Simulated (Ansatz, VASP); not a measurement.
## Two plane-wave programs on HfPdSe3

```xyz
5
Lattice="5.1821 0.0000 0.0000 0.0000 5.1821 0.0000 0.0000 0.0000 5.1821" Properties=species:S:1:pos:R:3 pbc="T T T"
Hf    0.0000    0.0000    0.0000
Pd    2.5911    2.5911    2.5911
Se    2.5911    0.0000    0.0000
Se    0.0000    2.5911    0.0000
Se    0.0000    0.0000    2.5911
```

Alike in both runs: task single point; functional PBE; k mesh 4 × 4 × 4; occupations gaussian, width 0.1 eV; no spin polarisation.

|  | VASP | Ansatz |
| --- | --- | --- |
| version | VASP 6.6.1 | Ansatz 0.2.0 |
| potentials or method | VASP PAW PBE potentials, release 64 (Hf_pv, Pd, Se), cutoff 520 eV | scalar-relativistic, plane waves, PAW |
| valence electrons in the cell | 38 | 92 |

|  | VASP | Ansatz | Ansatz less VASP |
| --- | --- | --- | --- |
| gap on the k mesh at the Fermi level (eV) | none | none | - |
| pressure (GPa) | -1.3 | -1.1 | +0.21 |

A gap of «none» marks a metal or a gap that the smearing closes. VASP's potentials hold 38 valence electrons a cell and Ansatz's 92, so a difference there can come from the potentials and not from the codes.

Neither program's run includes spin-orbit coupling.
